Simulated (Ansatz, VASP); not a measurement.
## Two plane-wave programs on LiH

File INCAR:

```
ALGO = Normal
EDIFF = 1E-7
EDIFFG = -0.005
ENCUT = 750
GGA = PE
GGA_COMPAT = F
IBRION = 2
ISIF = 3
ISMEAR = 0
IVDW = 12
LASPH = T
LCHARG = F
LREAL = F
LWAVE = F
NELM = 120
NELMIN = 4
NSW = 70
PREC = Accurate
SIGMA = 0.02
```

File KPOINTS:

```
k-points
0
Gamma
  10 10 10
```

Contents of POSCAR:

```
LiH
1.0
    0.0000000000      2.0033987297      2.0033987297
    2.0033987297      0.0000000000      2.0033987297
    2.0033987297      2.0033987297      0.0000000000
Li H
1 1
Direct
    0.0000000000      0.0000000000      0.0000000000
    0.5000000000      0.5000000000      0.5000000000
```

Input for Ansatz:

```yaml
crystal:
  lattice:
    - [0.0, 2.0033987297, 2.0033987297]
    - [2.0033987297, 0.0, 2.0033987297]
    - [2.0033987297, 2.0033987297, 0.0]
  atoms:
    - { symbol: Li, position: [0.0, 0.0, 0.0] }
    - { symbol: H, position: [0.5, 0.5, 0.5] }
basis:
  ecutwfc: 420
kpoints:
  mp_grid: { grid: [10, 10, 10] }
hamiltonian:
  xc: pbe
  dispersion: d3bj
scf:
  occupations: { method: gaussian, width: 0.02 }
output:
  forces: true
  stress: true
  eigenvalues: true
relax:
  adjacent_minimum: "off"
  f_tol: 0.005
  max_steps: 50
  cell: { stress_tol: 0.05 }
```

Alike in both runs: task relaxation of cell and atoms; functional PBE; dispersion D3(BJ); k mesh 10 × 10 × 10; occupations gaussian, width 0.02 eV; no spin polarisation.

```csv
,VASP,Ansatz
version,VASP 6.6.1,Ansatz 0.2.0
potentials or method,"VASP PAW PBE potentials, release 64 (Li_sv, H), cutoff 750 eV","scalar-relativistic, plane waves, PAW"
valence electrons in the cell,4,4
```

|  | VASP | Ansatz | Ansatz less VASP |
| --- | --- | --- | --- |
| gap on the k mesh at the Fermi level, each at its own relaxed structure (eV) | 2.90 | 2.90 | +0.008 |
| relaxed volume (Å³/atom) | 7.26 | 7.30 | +0.044 |
| relaxed cell length with the largest relative difference (Å) | 2.738 | 2.743 | +0.0055 |
